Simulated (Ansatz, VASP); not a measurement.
## SiC: VASP beside Ansatz

```
CELL_PARAMETERS angstrom
3.24884 0.00000 0.00000
-1.62442 2.81358 0.00000
0.00000 0.00000 5.33121
ATOMIC_POSITIONS crystal
Si 0.33333 0.66667 0.00439
Si 0.66667 0.33333 0.50439
C 0.33333 0.66667 0.38061
C 0.66667 0.33333 0.88061
```

Alike in both runs: functional PBE; k mesh 12 × 12 × 6; occupations gaussian, width 0.05 eV; no spin polarisation.

Ansatz relaxed the structure, and its values are those at the end. VASP's run is a single point on that final structure, the one shown.

|  | VASP | Ansatz |
| --- | --- | --- |
| version | VASP 6.6.1 | Ansatz 0.2.0 |
| potentials or method | VASP PAW PBE potentials, release 64 (Si, C), cutoff 520 eV | scalar-relativistic, plane waves, PAW |
| valence electrons in the cell | 16 | 16 |

Ansatz gave:

```
gap on the k mesh at the Fermi level (eV) : 2.52
least direct gap on the mesh (eV)         : 3.49
pressure (GPa)                            : -23.5
```

**Question.** Which values does VASP return?

**Answer.** gap on the k mesh at the Fermi level (eV): 2.52; least direct gap on the mesh (eV): 3.50; pressure (GPa): -23.5.

Ansatz's warnings: stress scf threshold loose.
